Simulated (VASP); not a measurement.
# Mn: single point with r2SCAN

The system is Mn.

```
CELL_PARAMETERS angstrom
3.10252 0.00000 0.00000
0.00000 3.10252 0.00000
0.00000 0.00000 3.10252
ATOMIC_POSITIONS crystal
Mn 0.00000 0.00000 0.00000
Mn 0.50000 0.50000 0.50000
```

This isn't the form of Mn at room conditions, which is a 58-atom cubic cell.

- Program: VASP 6.6.1
- Task: single point
- Functional: r2SCAN
- Potentials or basis: VASP PAW PBE potentials, release 64 (Mn_pv)
- Cutoff: 520 eV
- k mesh: 17 × 17 × 17
- Occupations: fermi-dirac, width 0.05 eV
- Spin: collinear spin, antiferromagnetic start
- Starting moments: [3.839, -3.839] μB
- Dipole correction: no
- Further INCAR settings: ALGO = Normal; EDIFF = 1e-06; NBANDS = 24

```
Pressure                                              : 0.1 GPa
Band gap on the k mesh                                : zero (filled and empty bands overlap)
Net moment                                            : 0.00 μB per cell
Site moments                                          : Mn +3.85, -3.85 μB
Valence electrons inside the program's atomic spheres : Mn 11.53
```

Levels at points of the mesh, in eV from the Fermi level:
Spin up:
```tsv
k point	band 9	band 10	band 11	band 12	band 13	band 14	band 15	band 16	band 17	band 18
(0.00, 0.00, 0.00)	-4.89	-3.08	-3.08	-3.08	0.91	0.91	2.09	2.09	2.09	7.43
```
Spin down:
| k point | band 11 | band 12 | band 13 | band 14 | band 15 | band 16 |
| --- | --- | --- | --- | --- | --- | --- |
| (0.00, 0.00, 0.00) | -3.08 | -3.08 | 0.91 | 0.91 | 2.09 | 2.09 |

Run time: 6.2 min on 1 thread of AMD EPYC 9R45 96-Core Processor (Zen 5) (shared host), peak memory 0.25 GiB.

Caveat: the PAW data sets were made with another functional, which shifts forces and pressure a little.
